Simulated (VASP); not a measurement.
Runs of VASP 6.6.1 on TiO. The structure is that of space group P6_3/mmc (No. 194), or close to it. The cells are those of the table. 

```tsv
task	potentials or basis	cell	cutoff (eV)	gap on the mesh (eV)	pressure (GPa)
single point	VASP PAW PBE potentials, release 64 (Ti_sv, O)	a = 2.920, b = 2.920, c = 5.711 Å, angles 90.0, 90.0, 120.0°, 4 atoms	520	none	(a)
relaxation of shape and atoms at fixed volume	VASP PAW PBE potentials, release 64 (Ti_sv, O)	relaxed from a = 2.919, b = 2.919, c = 5.714 Å, angles 90.0, 90.0, 120.0°, 4 atoms	600	none	-18.3
single point	VASP PAW PBE potentials, release 64 (Ti_sv, O_h)	a = 2.826, b = 2.826, c = 5.541 Å, angles 90.0, 90.0, 120.0°, 4 atoms	910	none	1.6
relaxation of cell and atoms	VASP PAW PBE potentials, release 64 (Ti_sv, O)	relaxed from a = 2.852, b = 2.852, c = 5.568 Å, angles 90.0, 90.0, 120.0°, 4 atoms	600	none	0.0
single point	VASP PAW PBE potentials, release 64 (Ti_sv, O_h)	a = 2.797, b = 2.797, c = 5.490 Å, angles 90.0, 90.0, 120.0°, 4 atoms	910	none	9.9
```

Alike in all rows: level r2SCAN; no spin polarisation; k mesh 18 × 18 × 8; smearing gaussian 0.1 eV.

Q: Estimate the missing entries.

A: (a) -18.1.

Caveats: the PAW data sets were made with another functional, which shifts forces and pressure a little; semilocal functionals often make such compounds metallic where correlation or magnetic order opens a gap, which also shifts bond lengths; the cutoff is under 1.25 times the usual one of these potentials, so pressure, stress and relaxed cells hold a basis-set (Pulay) error (at least some runs); the cell stands under tension (at least some runs); the relaxation stopped at its first step, so nothing moved (at least some runs); the cell stands under pressure (at least some runs).

A gap of «none» marks levels without a gap at the run's occupations.
